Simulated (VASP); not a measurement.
Set up this calculation in VASP 6.6.1, as the native input.

| Item | Value |
| --- | --- |
| Task | single point |
| Functional | PBE |
| Potentials or basis | VASP PAW PBE potentials, release 64 (Ti_sv, Si) |
| Cutoff | 520 eV |
| k mesh | 6 × 6 × 6 |
| Occupations | fermi-dirac, width 0.05 eV |
| Spin | no spin polarisation |
| Dipole correction | no |
| Further INCAR settings | ALGO = Normal; EDIFF = 1e-06; NBANDS = 29 |

The structure of TiSi2 lies in POSCAR:

```
TiSi2
1.0
    0.0000000000      4.1175163063      4.3481557921
    2.3895119538      0.0000000000      4.3481557921
    2.3895119538      4.1175163063      0.0000000000
Ti Si
2 4
Direct
    0.7500000000      0.7500000000      0.7500000000
    0.5000000000      0.5000000000      0.5000000000
    0.4125656100      0.0874343900      0.4125656100
    0.0874343900      0.4125656100      0.0874343900
    0.1625656100      0.8374343900      0.1625656100
    0.8374343900      0.1625656100      0.8374343900
```

One way to write it, as run:

INCAR

```
ALGO = Normal
EDIFF = 1E-6
ENCUT = 520
GGA = PE
ISIF = 2
ISMEAR = -1
LASPH = T
LCHARG = F
LREAL = F
LWAVE = F
NBANDS = 29
NELM = 100
PREC = Accurate
SIGMA = 0.05
```

KPOINTS

```
k-points
0
Gamma
  6 6 6
```

Potentials or basis: VASP PAW PBE potentials, release 64 (Ti_sv, Si).

Launch:

```sh
$ cat potpaw_PBE.64/Ti_sv/POTCAR potpaw_PBE.64/Si/POTCAR > POTCAR
$ mpirun -np 1 vasp_std > vasp.out
```

Results of the run:

* Pressure: -1.2 GPa
* Largest force: 0.033 eV/Å
* Band gap on the k mesh: zero (band 20 reaches 10.55 eV, above the bottom of band 21 at 8.86 eV)

Run time: 81 s on 1 thread of AMD EPYC 9R45 96-Core Processor (Zen 5), on a shared host, peak memory 0.26 GiB.
